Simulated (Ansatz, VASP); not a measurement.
# AlCu3 in VASP and in Ansatz

```
Al Cu
1.0
     3.63187    0.00000    0.00000
     0.00000    3.63187    0.00000
     0.00000    0.00000    3.63187
Al Cu
1 3
Direct
  0.00272 0.00000 0.00000
  0.50149 0.50000 0.00000
  0.50149 0.00000 0.50000
  0.99587 0.50000 0.50000
```

Change from the starting cell: mode 7 (198.7 1/cm) frozen in, largest displacement +0.015 Å.

Alike in both runs: task single point; functional PBEsol; k mesh 14 × 14 × 14; occupations gaussian, width 0.15 eV; no spin polarisation.

|  | VASP | Ansatz |
| --- | --- | --- |
| version | VASP 6.6.1 | Ansatz 0.2.0 |
| potentials or method | VASP PAW PBE potentials, release 64 (Al, Cu), cutoff 520 eV | scalar-relativistic, plane waves, PAW |
| valence electrons in the cell | 36 | 60 |

```tsv
	VASP	Ansatz	Ansatz less VASP
gap on the k mesh at the Fermi level (eV)	none	none	-
pressure (GPa)	0.4	0.1	-0.32
rms of the force components (eV/Å)	0.046	0.046	0.0000
```

VASP's potentials were made for PBE, not for PBEsol. Atom by atom the forces differ by 0.000 eV/Å (rms over components). A gap of «none» marks a metal or a gap that the smearing closes. VASP's potentials hold 36 valence electrons a cell and Ansatz's 60, so a difference there can come from the potentials and not from the codes.
